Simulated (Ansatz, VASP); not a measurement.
Two plane-wave programs on SnTe

File INCAR:

```
SYSTEM = SnTe
PREC     = Accurate       ! precision mode
ENCUT    = 520            ! plane-wave cutoff, eV
EDIFF    = 1E-6           ! SCF threshold, eV
ISMEAR   = 0              ! smearing method
SIGMA    = 0.03           ! smearing width, eV
LREAL    = .False.        ! projectors in reciprocal space
LASPH    = .True.         ! aspherical terms in the spheres
NELM     = 80             ! most SCF steps
ALGO     = Normal         ! electronic algorithm
ISIF     = 2              ! what is computed and relaxed
LWAVE    = .False.        ! write WAVECAR
LCHARG   = .False.        ! write CHGCAR
GGA      = PS             ! functional
NBANDS   = 17             ! bands
```

Contents of KPOINTS:

```
regular mesh
0
Gamma
  10 10 10
  0 0 0
```

Contents of POSCAR:

```
SnTe
1.0
    0.0000000000      2.8122633722      3.9765404083
    2.8122633722      0.0000000000      3.9765404083
    2.8122633722      2.8122633722      0.0000000000
Sn Te
1 1
Direct
    0.0000000000      0.0000000000      0.0000000000
    0.5000000000      0.5000000000      0.5000000000
```

Input for Ansatz:

```yaml
crystal:
  lattice:
    - [0.0, 2.8122633722, 3.9765404083]
    - [2.8122633722, 0.0, 3.9765404083]
    - [2.8122633722, 2.8122633722, 0.0]
  atoms:
    - { symbol: Sn, position: [0.0, 0.0, 0.0] }
    - { symbol: Te, position: [0.5, 0.5, 0.5] }
basis:
  ecutwfc: 420
kpoints:
  mp_grid: { grid: [10, 10, 10] }
hamiltonian:
  xc: pbesol
scf:
  occupations: { method: gaussian, width: 0.03 }
output:
  forces: true
  stress: true
  eigenvalues: true
  write_density: true
  write_potential: true
  elf: true
  volumetric_format: npy
```

Alike in both runs: task single point; functional PBEsol; k mesh 10 × 10 × 10; occupations gaussian, width 0.03 eV; no spin polarisation.

```csv
,VASP,Ansatz
version,VASP 6.6.1,Ansatz 0.2.0
potentials or method,"VASP PAW PBE potentials, release 64 (Sn_d, Te), cutoff 520 eV","scalar-relativistic, plane waves, PAW"
valence electrons in the cell,20,30
```

```csv
,VASP,Ansatz,Ansatz less VASP
gap on the k mesh at the Fermi level (eV),none,none,-
pressure (GPa),9.4,9.4,-0.04
"traceless stress, the component that is largest in VASP (GPa)",-13.04,-12.97,+0.074
```

VASP's potentials were made for PBE, not for PBEsol. A gap of «none» marks a metal or a gap that the smearing closes. The functional is the same, so the differences come from potentials, cutoffs and numerics. VASP's potentials hold 20 valence electrons a cell and Ansatz's 30, so a difference there can come from the potentials and not from the codes.

Spin-orbit coupling is off throughout.
